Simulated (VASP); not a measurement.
Write the native input for VASP 6.6.1 that does the following.

```yaml
Task: relaxation of the atoms
Functional: r2SCAN
Potentials_or_basis: VASP PAW PBE potentials, release 64 (Cs_sv, Br)
Cutoff: 500 eV
k_mesh: 7 × 7 × 7
Occupations: fermi-dirac, width 0.03 eV
Spin: no spin polarisation
Dipole_correction: no
Further_INCAR_settings: ALGO = Normal; EDIFF = 1e-07; IBRION = 2; EDIFFG = -0.01; NSW = 50
```

Crystal: CsBr.

```
Cs Br
1.0
     3.40180    0.00000    0.00000
     0.00000    3.40180    0.00000
     0.00000    0.00000    3.40180
Cs Br
1 1
Direct
  0.00000 0.00000 0.00000
  0.50000 0.50000 0.50000
```

The input as run:

POSCAR

```
CsBr
1.0
    3.4018004544      0.0000000000      0.0000000000
    0.0000000000      3.4018004544      0.0000000000
    0.0000000000      0.0000000000      3.4018004544
Cs Br
1 1
Direct
    0.0000000000      0.0000000000      0.0000000000
    0.5000000000      0.5000000000      0.5000000000
```

INCAR.step1

```
SYSTEM = CsBr
ALGO     = Normal         ! electronic algorithm
EDIFF    = 1E-5           ! SCF threshold, eV
EDIFFG   = -0.01          ! ionic threshold
ENCUT    = 500            ! plane-wave cutoff, eV
GGA      = PE             ! functional
GGA_COMPAT= .False.      
IBRION   = 2              ! ionic algorithm
ISMEAR   = -1             ! smearing method
LASPH    = .True.         ! aspherical terms in the spheres
LCHARG   = .False.        ! write CHGCAR
LREAL    = .False.        ! projectors in reciprocal space
LWAVE    = .True.         ! write WAVECAR
NELM     = 120            ! most SCF steps
NELMIN   = 4            
NSW      = 100            ! ionic steps
PREC     = Accurate       ! precision mode
SIGMA    = 0.03           ! smearing width, eV
```

INCAR.step2

```
SYSTEM = CsBr
ALGO     = Normal         ! electronic algorithm
EDIFF    = 1E-7           ! SCF threshold, eV
EDIFFG   = -0.01          ! ionic threshold
ENCUT    = 500            ! plane-wave cutoff, eV
GGA_COMPAT= .False.      
IBRION   = 2              ! ionic algorithm
ISIF     = 2              ! what is computed and relaxed
ISMEAR   = -1             ! smearing method
ISTART   = 1            
LASPH    = .True.         ! aspherical terms in the spheres
LCHARG   = .False.        ! write CHGCAR
LMIXTAU  = .True.       
LREAL    = .False.        ! projectors in reciprocal space
LWAVE    = .False.        ! write WAVECAR
METAGGA  = R2SCAN         ! meta-GGA
NELM     = 120            ! most SCF steps
NELMIN   = 4            
NSW      = 50             ! ionic steps
PREC     = Accurate       ! precision mode
SIGMA    = 0.03           ! smearing width, eV
```

KPOINTS

```
k-points
0
Gamma
  7 7 7
  0 0 0
```

Potentials or basis: VASP PAW PBE potentials, release 64 (Cs_sv, Br).

The run is started by

```bash
$ cat potpaw_PBE.64/Cs_sv/POTCAR potpaw_PBE.64/Br/POTCAR > POTCAR
$ cp INCAR.step1 INCAR
$ mpirun -np 1 vasp_std > vasp.out
$ cp INCAR.step2 INCAR
$ mpirun -np 1 vasp_std > vasp.out
```

Results of the run:

```json
{"Pressure after relaxing": "68.1 GPa", "Band gap on the k mesh": "2.32 eV"}
```

Caveat: the relaxation stopped at its first step, so nothing moved; the PAW data sets were made with another functional, which shifts forces and pressure a little; spin-orbit coupling is left out, which moves the levels of the heavy elements; an odd mesh through Γ misses points on the zone boundary, where band edges can lie.

Wall time 80 s on 1 thread of Intel Xeon 8259CL (shared host), peak memory 0.16 GiB.
